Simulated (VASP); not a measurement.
Set up this calculation in VASP 6.6.1, as the native input.

| Quantity | Value |
| --- | --- |
| Task | single point |
| Functional | PBE |
| Potentials or basis | VASP PAW PBE potentials, release 64 (Te, Cu) |
| Cutoff | 520 eV |
| k mesh | 7 × 7 × 7 |
| Occupations | fermi-dirac, width 0.05 eV |
| Spin | no spin polarisation |
| Dipole correction | no |
| Further INCAR settings | ALGO = Fast; EDIFF = 1e-07; NBANDS = 28 |

The structure of Cu3Te lies in POSCAR:

```
Cu3Te
1.0
    3.9466620000      0.0000000000      0.0000000000
    0.0000000000      3.9466620000      0.0000000000
    0.0000000000      0.0000000000      3.9466620000
Te Cu
1 3
Direct
    0.0000000000      0.0000000000      0.0000000000
    0.5000000000      0.5000000000      0.0000000000
    0.5000000000      0.0000000000      0.5000000000
    0.0000000000      0.5000000000      0.5000000000
```

These files were run (other wordings do the same):

INCAR

```
PREC = Accurate
ENCUT = 520
EDIFF = 1E-7
ISMEAR = -1
SIGMA = 0.05
LREAL = False
LASPH = True
NELM = 100
ALGO = Fast
ISIF = 2
LWAVE = False
LCHARG = False
GGA = PE
NBANDS = 28
```

KPOINTS

```
Automatic mesh
0
Gamma
  7 7 7
```

Potentials or basis: VASP PAW PBE potentials, release 64 (Te, Cu).

Launch:

```bash
$ cat potpaw_PBE.64/Te/POTCAR potpaw_PBE.64/Cu/POTCAR > POTCAR
$ mpirun -np 1 vasp_std > vasp.out
```

Results of the run:

| Property | Result |
| --- | --- |
| Pressure | 1.3 GPa |

Run time: 69 s on 1 thread of Intel(R) Xeon(R) Platinum 8259CL CPU @ 2.50GHz (Skylake/Cascade Lake), with other jobs on the host, peak memory 0.18 GiB.
